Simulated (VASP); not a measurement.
The system is C.

```
C
1.0
     1.23319    0.71198    8.28262
    -1.23319    0.71198    8.28262
     0.00000   -1.42396    8.28262
C
4
Direct
  0.08717 0.08717 0.08717
  0.75385 0.75385 0.75385
  0.24615 0.24615 0.24615
  0.91283 0.91283 0.91283
```

Base run:

```yaml
Program: VASP 6.6.1
Functional: PBE
Potentials_or_basis: VASP PAW PBE potentials, release 64 (C)
Cutoff: 520 eV
k_mesh: 12 × 12 × 12
Occupations: fermi-dirac, width 0.05 eV
Spin: no spin polarisation
```

Its results: pressure 0.5 GPa; largest force 0.011 eV/Å.

Task: The run is repeated on the same cell with these changes: further incar settings from ALGO = Normal; EDIFF = 1e-06; NBANDS = 16 to ALGO = Normal; EDIFF = 1e-07; NBANDS = 16; dispersion from none to D3(BJ). What comes out?

Result: Pressure -0.4 GPa; largest force 0.005 eV/Å.

Caveats: this functional lacks dispersion, which binds layers or chains, so the pressure and a relaxed spacing across them are unreliable (at least some runs); three body term missing (at least some runs).
